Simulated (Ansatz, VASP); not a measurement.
## One calculation of Ba, two programs

```
CELL_PARAMETERS angstrom
4.43698 0.00000 0.00000
-2.21849 3.84253 0.00000
0.00000 0.00000 7.18428
ATOMIC_POSITIONS crystal
Ba 0.33333 0.66667 0.25000
Ba 0.66667 0.33333 0.75000
```

Alike in both runs: functional PBE; k mesh 11 × 11 × 6; occupations fermi-dirac, width 0.05 eV; no spin polarisation.

Ansatz relaxed the structure, and its values are those at the end. VASP's run is a single point on that final structure, the one shown.

|  | VASP | Ansatz |
| --- | --- | --- |
| version | VASP 6.6.1 | Ansatz 0.2.0 |
| potentials or method | VASP PAW PBE potentials, release 64 (Ba_sv), cutoff 520 eV | all-electron LAPW, non-relativistic |

```tsv
	VASP	Ansatz	Ansatz less VASP
pressure (GPa)	0.4	0.0	-0.35
```

Ansatz ran all-electron here, and VASP with PAW potentials.

Spin-orbit coupling is off throughout.
